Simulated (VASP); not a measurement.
C:

```xyz
2
Lattice="0.0000 1.7834 1.7834 1.7834 0.0000 1.7834 1.7834 1.7834 0.0000" Properties=species:S:1:pos:R:3 pbc="T T T"
C     1.7834    1.7834    1.7834
C     2.6751    2.6751    2.6751
```

Base run:

- Program: VASP 6.6.1
- Functional: r2SCAN
- Potentials or basis: VASP PAW PBE potentials, release 64 (C)
- Cutoff: 520 eV
- k mesh: 12 × 12 × 12
- Occupations: gaussian, width 0.05 eV
- Spin: no spin polarisation

Its results: band gap on the k mesh 4.34 eV, indirect (least direct gap 5.84 eV); pressure -1.3 GPa.

Question: The run is repeated on the same cell with these changes: potentials or basis from VASP PAW PBE potentials, release 64 (C) to VASP PAW PBE potentials, release 64 (C_h); cutoff from 520 eV to 910 eV. What comes out?

Answer: Band gap on the k mesh 4.37 eV, indirect (least direct gap 5.88 eV); pressure -3.3 GPa.

Caveats: the PAW data sets were made with another functional, which shifts forces and pressure a little; the cutoff is under 1.25 times the usual one of these potentials, so pressure, stress and relaxed cells hold a basis-set (Pulay) error (some runs).

A k mesh can miss the band edges.
